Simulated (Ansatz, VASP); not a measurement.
# BaCaS2 in VASP and in Ansatz

The input INCAR:

```
SYSTEM = BaCaS2
  ALGO = Normal
  EDIFF = 1E-7
  ENCUT = 520
  GGA = PE
  ISIF = 2
  ISMEAR = 0
  LASPH = .TRUE.
  LCHARG = .FALSE.
  LREAL = .FALSE.
  LWAVE = .FALSE.
  NBANDS = 24
  NELM = 60
  PREC = Accurate
  SIGMA = 0.01
```

File KPOINTS:

```
k-points
0
G
  8 8 8
  0 0 0
```

File POSCAR:

```
BaCaS2
1.0
    2.1373611144      1.2340060148      7.0418321904
   -2.1373611144      1.2340060148      7.0418321904
    0.0000000000     -2.4680120296      7.0418321904
Ca Ba S
1 1 2
Direct
    1.0000000000      0.0000000000      0.0000000000
    0.5000000000      0.5000000000      0.5000000000
    0.2590901373      0.2590901373      0.2590901373
    0.7409098627      0.7409098627      0.7409098627
```

Input for Ansatz:

```yaml
crystal:
  lattice:
    - [2.1373611144, 1.2340060148, 7.0418321904]
    - [-2.1373611144, 1.2340060148, 7.0418321904]
    - [0.0, -2.4680120296, 7.0418321904]
  atoms:
    - { symbol: Ca, position: [1.0, 0.0, 0.0] }
    - { symbol: Ba, position: [0.5, 0.5, 0.5] }
    - { symbol: S, position: [0.2590901373, 0.2590901373, 0.2590901373] }
    - { symbol: S, position: [0.7409098627, 0.7409098627, 0.7409098627] }
kpoints:
  mp_grid: { grid: [8, 8, 8] }
  band_path:
    path:
      - [0.0, 0.0, 0.0]
      - [0.5, 0.5, 0.5]
      - [0.8128607828, 0.1871392172, 0.5]
      - [0.5, -0.1871392172, 0.1871392172]
      - [0.5, 0.0, 0.0]
      - [0.3435696086, -0.3435696086, 0.0]
      - [0.6564303914, 0.0, 0.3435696086]
      - [0.5, 0.0, 0.5]
      - [0.0, 0.5, 0.5]
    npoints: 1
hamiltonian:
  xc: pbe
scf:
  occupations: { method: fixed }
  n_extra_bands: 5
output:
  forces: true
  stress: true
  eigenvalues: true
```

Alike in both runs: task single point; functional PBE; k mesh 8 × 8 × 8; no spin polarisation.

|  | VASP | Ansatz |
| --- | --- | --- |
| version | VASP 6.6.1 | Ansatz 0.2.0 |
| potentials or method | VASP PAW PBE potentials, release 64 (Ca_sv, Ba_sv, S) | plane waves, PAW |
| plane-wave cutoff (eV) | 520 | 420 |
| occupations | gaussian, width 0.01 eV | fixed |
| valence electrons in the cell | 32 | 32 |

Ansatz gave:

```
gap on the k mesh at the Fermi level (eV)                     : 2.12
pressure (GPa)                                                : 0.2
traceless stress, the component that is largest in VASP (GPa) : -0.08
rms of the force components (eV/Å)                            : 0.014
```

Which values does VASP return?

gap on the k mesh at the Fermi level (eV): 2.05; pressure (GPa): 0.7; traceless stress, the component that is largest in VASP (GPa): -0.07; rms of the force components (eV/Å): 0.013.

Atom by atom the forces differ by 0.027 eV/Å (rms over components).

Spin-orbit coupling is off throughout.
